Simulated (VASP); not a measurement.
Crystal: BaMgSbF.

```
Ba Sb Mg F
1.0
     4.61335    0.00000    0.00000
     0.00000    4.61335    0.00000
     0.00000    0.00000    9.96366
Ba Sb Mg F
2 2 2 2
Direct
  0.50000 0.00000 0.14039
  0.00000 0.50000 0.85961
  0.50000 0.00000 0.67603
  0.00000 0.50000 0.32397
  0.50000 0.50000 0.50000
  0.00000 0.00000 0.50000
  0.50000 0.50000 0.00000
  0.00000 0.00000 0.00000
```

```yaml
Program: VASP 6.6.1
Task: relaxation of cell and atoms
Functional: PBEsol
Potentials_or_basis: VASP PAW PBE potentials, release 64 (Ba_sv, Sb, Mg, F)
Cutoff: 600 eV
k_mesh: 6 × 6 × 4
Occupations: gaussian, width 0.02 eV
Spin: no spin polarisation
```

At the start: pressure -1.5 GPa; volume 26.51 Å³/atom.

Q: Where does the relaxation end?

A: Over 9 steps the energy falls by 4.8 meV/atom and the volume is 25.50 Å³/atom (-3.8 %); space group P4/nmm (No. 129, to 0.1 Å) before and after.

The path:
```
step  energy change (eV)  largest force (eV/Å)  pressure (GPa)  volume (Å³)
   1              0.0000                0.0690           -1.51       212.06
   2             -0.0328                0.1512            0.17       204.47
   3             -0.0333                0.1350           -0.01       205.24
   4             -0.0354                0.0996           -0.01       204.92
   5             -0.0382                0.0315            0.02       203.98
   6             -0.0385                0.0249           -0.01       204.05
   7             -0.0387                0.0121           -0.05       204.19
   8             -0.0387                0.0119            0.07       203.69
   9             -0.0388                0.0043            0.01       203.97
```

Final structure:
```yaml
crystal:
  lattice:
    - [4.57445, 0.00000, 0.00000]
    - [0.00000, 4.57445, 0.00000]
    - [0.00000, 0.00000, 9.74756]
  atoms:
    - { symbol: Ba, position: [0.50000, 0.00000, 0.14056] }
    - { symbol: Ba, position: [0.00000, 0.50000, 0.85944] }
    - { symbol: Sb, position: [0.50000, 0.00000, 0.67883] }
    - { symbol: Sb, position: [0.00000, 0.50000, 0.32117] }
    - { symbol: Mg, position: [0.50000, 0.50000, 0.50000] }
    - { symbol: Mg, position: [0.00000, 0.00000, 0.50000] }
    - { symbol: F, position: [0.50000, 0.50000, 0.00000] }
    - { symbol: F, position: [0.00000, 0.00000, 0.00000] }
```

Caveat: the PAW data sets were made with another functional, which shifts forces and pressure a little.
